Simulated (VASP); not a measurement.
# BN (P6_3/mmc) in VASP: further runs, part 2 of 2

VASP 6.6.1.

## 3. Single point, PBEsol

This run uses another cell than the first one, of 8.45 Å³/atom.

INCAR reads:

```
PREC     = Accurate       # precision mode
ENCUT    = 520            # plane-wave cutoff, eV
EDIFF    = 1E-6           # SCF threshold, eV
ISMEAR   = 0              # smearing method
SIGMA    = 0.01           # smearing width, eV
LREAL    = F              # projectors in reciprocal space
LASPH    = T              # aspherical terms in the spheres
NELM     = 80             # most SCF steps
ALGO     = Normal         # electronic algorithm
ISIF     = 2              # what is computed and relaxed
LWAVE    = F              # write WAVECAR
LCHARG   = F              # write CHGCAR
GGA      = PS             # functional
NBANDS   = 16             # bands
```

KPOINTS reads:

```
regular mesh
0
Gamma
  12 12 4
```

POSCAR reads:

```
BN
1.0
    2.4984625992      0.0000000000      0.0000000000
   -1.2492312996      2.1637320813      0.0000000000
    0.0000000000      0.0000000000      6.2492234470
B N
2 2
Direct
    0.3333333333      0.6666666667      0.2500000000
    0.6666666667      0.3333333333      0.7500000000
    0.3333333333      0.6666666667      0.7500000000
    0.6666666667      0.3333333333      0.2500000000
```

Potentials or basis: VASP PAW PBE potentials, release 64 (B, N).

Launch:

```sh
$ cat potpaw_PBE.64/B/POTCAR potpaw_PBE.64/N/POTCAR > POTCAR
$ mpirun -np 1 vasp_std > vasp.out
```

OUTCAR:

```text
PREC = Accurate
   ENCUT = 520
   EDIFF = 1E-6
   ISMEAR = 0
   LREAL = F
   LASPH = T
   NELM = 80
   ISIF = 2
   GGA = PS

 ion  position               nearest neighbor table
   1  0.333  0.667  0.250-   4 1.44   4 1.44   4 1.44
   2  0.667  0.333  0.750-   3 1.44   3 1.44   3 1.44
   3  0.333  0.667  0.750-   2 1.44   2 1.44   2 1.44
   4  0.667  0.333  0.250-   1 1.44   1 1.44   1 1.44

  LATTYP: Found a hexagonal cell.
 ALAT       =     2.4984625992
 C/A-ratio  =     2.5012275345

  Lattice vectors:

 A1 = (   2.4984625992,   0.0000000000,   0.0000000000)
 A2 = (  -1.2492312996,   2.1637320813,   0.0000000000)
 A3 = (   0.0000000000,   0.0000000000,   6.2492234470)

Analysis of symmetry for initial positions (statically):
=====================================================================
 Subroutine PRICEL returns:
 Original cell was already a primitive cell.

 Routine SETGRP: Setting up the symmetry group for a
 hexagonal supercell.

 Subroutine GETGRP returns: Found 24 space group operations
 (whereof 12 operations were pure point group operations)
 out of a pool of 24 trial point group operations.

The static configuration has the point symmetry D_3d.
 The point group associated with its full space group is D_6h.

Analysis of symmetry for dynamics (positions and initial velocities):
=====================================================================
 Subroutine PRICEL returns:
 Original cell was already a primitive cell.

 Routine SETGRP: Setting up the symmetry group for a
 hexagonal supercell.

 Subroutine GETGRP returns: Found 24 space group operations
 (whereof 12 operations were pure point group operations)
 out of a pool of 24 trial point group operations.

The dynamic configuration has the point symmetry D_3d.
 The point group associated with its full space group is D_6h.

 Subroutine INISYM returns: Found 24 space group operations
[... 122 lines left out ...]
  volume/ion in A,a.u.               =       8.45        57.00
  Fermi-wavevector in a.u.,A,eV,Ry     =   1.276088  2.411457 22.155742  1.628401
  Thomas-Fermi vector in A             =   2.408764
   LORBIT       =      0    0 simple, 1 ext, 2 COOP (PROOUT), +10 PAW based schemes
   GGA     = PS    functional components
   LHFCALC =     F    Hartree Fock is set to
   AEXX    =    0.0000 exact exchange contribution
   IVDW    =     0    specifies the selected vdW correction
   LEPSILON=     F    determine dielectric tensor
   LRPA    =     F    only Hartree local field effects (RPA)
 non-spin polarized calculation
 Gauss-broadening in eV      SIGMA  =   0.01
  energy-cutoff  :      520.00
  volume of cell :       33.78
 maximum number of plane-waves:       924
 NGX is ok and might be reduce to    20
   NGX =  9   NGY =  9   NGZ = 23

 number of electron      15.9999997 magnetization

 Free energy of the ion-electron system (eV)
  ---------------------------------------------------
  ext. energy  EPLUGINS =         0.00000000
  ---------------------------------------------------
  free energy    TOTEN  =       -36.53867928 eV

  energy without entropy =      -36.53867928  energy(sigma->0) =      -36.53867928

 E-fermi :   2.8945     XC(G=0): -10.7217

 val. band max:        2.7837570403   @ k =   0.3333   0.2500   0.0000
 cond. band min:       6.8220488434   @ k =   0.5000   0.0000   0.0000
 fundamental gap:      4.0382918030
 Fermi energy:         2.8945122895

 k-point     1 :       0.0000    0.0000    0.0000
  band No.  band energies     occupation
      1     -15.1588      2.00000
      2     -14.6855      2.00000
      3      -3.9035      2.00000
      4      -1.0177      2.00000
      5       1.4200      2.00000
      6       1.4200      2.00000
[... 433 lines left out ...]
      3      -4.1958      2.00000
      4      -4.0908      2.00000
      5      -0.8601      2.00000
      6      -0.7834      2.00000
[... 8 lines left out ...]
     15      19.7937      0.00000
     16      21.3527      0.00000

 [... further k-points ...]

------------------------ aborting loop because EDIFF is reached ----------------------------------------

  FORCE on cell =-STRESS in cart. coord.  units (eV):
  Direction    XX          YY          ZZ          XY          YZ          ZX
  --------------------------------------------------------------------------------------
  -------------------------------------------------------------------------------------
  Total        0.7515751      0.7515751      0.6010719     -0.0000000     -0.0000000      0.0000000
  in kB       35.6435208     35.6435208     28.5058904     -0.0000000     -0.0000000      0.0000000
  external PRESSURE =      33.2643107 kB  Pullay stress =       0.0000000 kB

 VOLUME and BASIS-vectors are now :
 -----------------------------------------------------------------------------
  energy-cutoff  :      520.00
  volume of cell :       33.78
      direct lattice vectors                 reciprocal lattice vectors
     2.498462599  0.000000000  0.000000000     0.400246135  0.231082214  0.000000000
    -1.249231300  2.163732081  0.000000000     0.000000000  0.462164428  0.000000000
     0.000000000  0.000000000  6.249223447     0.000000000  0.000000000  0.160019882

 POSITION                                       TOTAL-FORCE (eV/Angst)
 -----------------------------------------------------------------------------------
     -0.00000      1.44249      1.56231        -0.000000     -0.000000     -0.000000
      1.24923      0.72124      4.68692         0.000000      0.000000     -0.000000
     -0.00000      1.44249      4.68692         0.000000     -0.000000      0.000000
      1.24923      0.72124      1.56231         0.000000      0.000000     -0.000000
 -----------------------------------------------------------------------------------
    total drift:                               -0.000000      0.000000      0.000000

  FREE ENERGIE OF THE ION-ELECTRON SYSTEM (eV)
  ---------------------------------------------------
  free  energy   TOTEN  =       -36.5386792819 eV

  energy  without entropy=      -36.5386792819  energy(sigma->0) =      -36.53867928
```

OSZICAR:

```text
N       E                     dE             d eps       ncg     rms          rms(c)
DAV:   1     0.419956327097E+02    0.41996E+02   -0.78790E+03  1824   0.925E+02
DAV:   2    -0.370831920221E+02   -0.79079E+02   -0.72813E+02  2568   0.219E+02
DAV:   3    -0.399133800445E+02   -0.28302E+01   -0.28202E+01  2272   0.407E+01
DAV:   4    -0.399288383122E+02   -0.15458E-01   -0.15454E-01  2328   0.329E+00
DAV:   5    -0.399289649425E+02   -0.12663E-03   -0.12662E-03  2296   0.286E-01    0.111E+01
DAV:   6    -0.369041250874E+02    0.30248E+01   -0.46229E+00  2320   0.167E+01    0.505E+00
DAV:   7    -0.366202155974E+02    0.28391E+00   -0.52726E-01  2432   0.535E+00    0.311E+00
DAV:   8    -0.365426062078E+02    0.77609E-01   -0.19567E-01  2400   0.302E+00    0.441E-01
DAV:   9    -0.365382333220E+02    0.43729E-02   -0.12898E-02  2120   0.935E-01    0.178E-01
DAV:  10    -0.365386319988E+02   -0.39868E-03   -0.90269E-04  2232   0.231E-01    0.281E-02
DAV:  11    -0.365386733842E+02   -0.41385E-04   -0.50331E-05  2200   0.573E-02    0.190E-02
DAV:  12    -0.365386792436E+02   -0.58594E-05   -0.13616E-05  2080   0.264E-02    0.162E-03
DAV:  13    -0.365386792819E+02   -0.38364E-07   -0.31240E-07  1736   0.451E-03
   1 F= -.36538679E+02 E0= -.36538679E+02  d E =-.625854E-57
```

It took 18 s on 1 thread of Intel Xeon Platinum 8488C (Sapphire Rapids), shared host; peak memory 0.15 GiB.

Results:

* Free energy: -36.5387 eV
* Pressure: 3.3 GPa
* Band gap on the k mesh: 4.04 eV (least direct gap 4.39 eV)

Caveat: the cell stands under pressure; the PAW data sets were made with another functional, which shifts forces and pressure a little; this functional lacks dispersion, which binds layers or chains, so the pressure and a relaxed spacing across them are unreliable.

## 4. Single point, PBEsol

This run uses another cell than the first one, of 9.55 Å³/atom.

INCAR reads:

```
ALGO = Normal
EDIFF = 1E-6
ENCUT = 520
GGA = PS
ISIF = 2
ISMEAR = 0
LASPH = T
LCHARG = T
LELF = T
LREAL = F
LVHAR = T
LWAVE = F
NBANDS = 16
NELM = 60
PREC = Accurate
SIGMA = 0.01
```

KPOINTS reads:

```
k-points
0
Gamma
  12 12 4
```

POSCAR reads:

```
BN
1.0
    2.5043124709      0.0000000000      0.0000000000
   -1.2521562355      2.1687982188      0.0000000000
    0.0000000000      0.0000000000      7.0337068085
B N
2 2
Direct
    0.3333333333      0.6666666667      0.2500000000
    0.6666666667      0.3333333333      0.7500000000
    0.3333333333      0.6666666667      0.7500000000
    0.6666666667      0.3333333333      0.2500000000
```

Launch:

```sh
$ cat potpaw_PBE.64/B/POTCAR potpaw_PBE.64/N/POTCAR > POTCAR
$ mpirun -np 1 vasp_std > vasp.out
```

Wall time 20 s (1 thread of Intel Xeon Platinum 8488C (Sapphire Rapids), shared host); peak memory 0.16 GiB.

Results (log left out):

```yaml
Free_energy: -36.5709 eV
Pressure: 0.3 GPa
Band_gap_on_the_k_mesh: 4.26 eV (least direct gap 4.60 eV)
```

Stress tensor (GPa, compression positive):
```
 0.50  0.00  0.00
 0.00  0.50  0.00
 0.00  0.00 -0.12
```

Levels at points of the mesh, in eV from the valence-band top:
```csv
k point,band 4,band 5,band 6,band 7,band 8,band 9,band 10,band 11,band 12,band 13
"(0.00, 0.00, 0.00)",-4.42,-1.31,-1.31,-1.29,-1.29,4.75,9.49,11.52,11.52,11.60
"(0.50, 0.00, 0.00)",-8.87,-4.13,-4.09,-1.31,-0.56,4.26,5.36,9.41,9.92,12.27
"(0.00, 0.00, 0.50)",-5.32,-1.30,-1.30,-1.30,-1.30,6.84,6.84,11.56,11.56,11.56
"(0.50, 0.00, 0.50)",-8.89,-4.11,-4.11,-0.92,-0.92,4.67,4.67,9.81,9.81,13.10
```

Caveat: the PAW data sets were made with another functional, which shifts forces and pressure a little; this functional lacks dispersion, which binds layers or chains, so the pressure and a relaxed spacing across them are unreliable. A k mesh can miss the band edges.

## 5. Relaxation of cell and atoms, PBEsol, target pressure 15 GPa, at which the enthalpy is minimised

INCAR reads:

```
PREC = Accurate ; ENCUT = 600
EDIFF = 1E-6 ; ISMEAR = 0
SIGMA = 0.01 ; LREAL = F
LASPH = T ; NELM = 100
ALGO = Normal ; ISIF = 3
LWAVE = F ; LCHARG = F
GGA = PS ; IBRION = 2
NSW = 80 ; EDIFFG = -0.001
PSTRESS = 150.0
```

KPOINTS reads:

```
regular mesh
0
Gamma
  12 12 4
```

POSCAR reads:

```
BN
1.0
    2.4901110406      0.0000000000      0.0000000000
   -1.2450555203      2.1564994194      0.0000000000
    0.0000000000      0.0000000000      5.8032738657
B N
2 2
Direct
    0.3333333333      0.6666666667      0.2500000000
    0.6666666667      0.3333333333      0.7500000000
    0.3333333333      0.6666666667      0.7500000000
    0.6666666667      0.3333333333      0.2500000000
```

Launch:

```sh
$ cat potpaw_PBE.64/B/POTCAR potpaw_PBE.64/N/POTCAR > POTCAR
$ mpirun -np 1 vasp_std > vasp.out
```

Wall time 1.7 min (1 thread of Intel Xeon Platinum 8488C (Sapphire Rapids), shared host); peak memory 0.16 GiB.

The run converged. Its results:

```yaml
Free_energy: -36.3091 eV
Relaxed_volume: 7.25 Å³/atom
Relaxed_cell: a = 2.481 Å, b = 2.481 Å, c = 5.439 Å, α = 90.00°, β = 90.00°, γ = 120.00°
Space_group_after_relaxing_to_0.1_Å: P6_3/mmc (No. 194)
Energy_change_on_relaxing_the_run_minimises_the_enthalpy: +37.5 meV/atom
Ionic_steps: 14
Pressure_after_relaxing: 15.0 GPa
Band_gap_on_the_k_mesh: 3.82 eV (least direct gap 4.27 eV)
```

The path:
```
step  energy change (eV)  largest force (eV/Å)  pressure (GPa)  volume (Å³)
   1              0.0000                0.0000            8.14        31.16
   2              0.1425                0.0000           23.77        29.68
   3              0.0507                0.0000           15.19        30.46
   4              0.0789                0.0000           15.19        29.93
   5              0.1343                0.0000           15.43        29.17
   6              0.1551                0.0000           15.57        28.94
   7              0.1522                0.0000           15.53        28.97
   8              0.1372                0.0000           13.49        29.14
   9              0.1482                0.0000           15.03        29.01
  10              0.1480                0.0000           15.00        29.01
  11              0.1479                0.0000           14.98        29.02
  12              0.1483                0.0000           14.98        29.01
  13              0.1495                0.0000           14.98        29.00
  14              0.1498                0.0000           14.99        28.99
```

Final structure:
```
CELL_PARAMETERS angstrom
2.48113 0.00000 0.00000
-1.24056 2.14872 0.00000
0.00000 0.00000 5.43856
ATOMIC_POSITIONS crystal
B 0.33333 0.66667 0.25000
B 0.66667 0.33333 0.75000
N 0.33333 0.66667 0.75000
N 0.66667 0.33333 0.25000
```

Levels at points of the mesh, in eV from the valence-band top:
| k point | band 4 | band 5 | band 6 | band 7 | band 8 | band 9 | band 10 | band 11 | band 12 |
| --- | --- | --- | --- | --- | --- | --- | --- | --- | --- |
| (0.00, 0.00, 0.00) | -2.78 | -1.60 | -1.60 | -1.38 | -1.38 | 6.80 | 11.25 | 11.25 | 11.78 |
| (0.50, 0.00, 0.00) | -9.12 | -4.57 | -4.22 | -2.74 | -0.33 | 3.98 | 6.80 | 9.50 | 9.91 |
| (0.00, 0.00, 0.50) | -5.69 | -1.49 | -1.49 | -1.49 | -1.49 | 10.20 | 10.20 | 11.50 | 11.50 |
| (0.50, 0.00, 0.50) | -9.34 | -4.40 | -4.40 | -1.23 | -1.23 | 4.43 | 4.43 | 10.00 | 10.00 |

Caveat: the cell is relaxed towards a set pressure, so the run minimises the enthalpy, not the energy; the PAW data sets were made with another functional, which shifts forces and pressure a little. A k mesh can miss the band edges.

## 6. The runs side by side

| task | cell | cutoff (eV) | gap on the mesh (eV) | pressure (GPa) |
| --- | --- | --- | --- | --- |
| single point | a = 2.490, b = 2.490, c = 5.803 Å, angles 90.0, 90.0, 120.0°, 4 atoms | 520 | 3.99 | 8.3 |
| single point | a = 2.498, b = 2.498, c = 6.249 Å, angles 90.0, 90.0, 120.0°, 4 atoms | 520 | 4.04 | 3.3 |
| single point | a = 2.504, b = 2.504, c = 7.034 Å, angles 90.0, 90.0, 120.0°, 4 atoms | 520 | 4.26 | 0.3 |
| relaxation of cell and atoms | relaxed to 15 GPa from a = 2.490, b = 2.490, c = 5.803 Å, angles 90.0, 90.0, 120.0°, 4 atoms | 600 | 3.82 | 15.0 |

Alike in all rows: level PBEsol; potentials or basis VASP PAW PBE potentials, release 64 (B, N); no spin polarisation; k mesh 12 × 12 × 4; smearing gaussian 0.01 eV.

Caveats: the PAW data sets were made with another functional, which shifts forces and pressure a little; the cell stands under pressure (at least some runs); this functional lacks dispersion, which binds layers or chains, so the pressure and a relaxed spacing across them are unreliable (at least some runs); the cell is relaxed towards a set pressure, so the run minimises the enthalpy, not the energy (at least some runs).

Absolute energies hang on the potentials; compare differences alone.
